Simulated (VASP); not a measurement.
Here is a VASP 6.6.1 calculation.

The input INCAR:

```
ALGO = Normal
EDIFF = 1E-6
ENCUT = 520
GGA = CA
ISIF = 2
ISMEAR = -1
LASPH = True
LCHARG = False
LREAL = False
LWAVE = False
NBANDS = 24
NELM = 60
PREC = Accurate
SIGMA = 0.05
```

File KPOINTS:

```
k-points
0
Gamma
  11 11 7
```

POSCAR

```
NiS
1.0
    3.4250000000      0.0000000000      0.0000000000
   -1.7125000000      2.9661370080      0.0000000000
    0.0000000000      0.0000000000      5.3400000000
Ni S
2 2
Direct
    0.0000000000      0.0000000000      0.0000000000
    0.0000000000      0.0000000000      0.5000000000
    0.3333333333      0.6666666667      0.2500000000
    0.6666666667      0.3333333333      0.7500000000
```

Potentials or basis: VASP PAW LDA potentials, release 64 (Ni, S).

Run with:

```console
$ cat potpaw_LDA.64/Ni/POTCAR potpaw_LDA.64/S/POTCAR > POTCAR
$ mpirun -np 1 vasp_std > vasp.out
```

Estimate the pressure.

-12.3 GPa.

Estimate the band gap on the k mesh.

zero (bands 16 and 17 overlap by 0.56 eV).

Stress tensor (GPa, compression positive):
```
-10.60   0.00   0.00
  0.00 -10.60   0.00
  0.00   0.00 -15.84
```

Caveat: the cell stands under tension; the run has no spin polarisation, though such a crystal can be magnetic. With open d or f shells a metallic result of LDA can be an artefact of self-interaction; +U or a hybrid may open a gap.
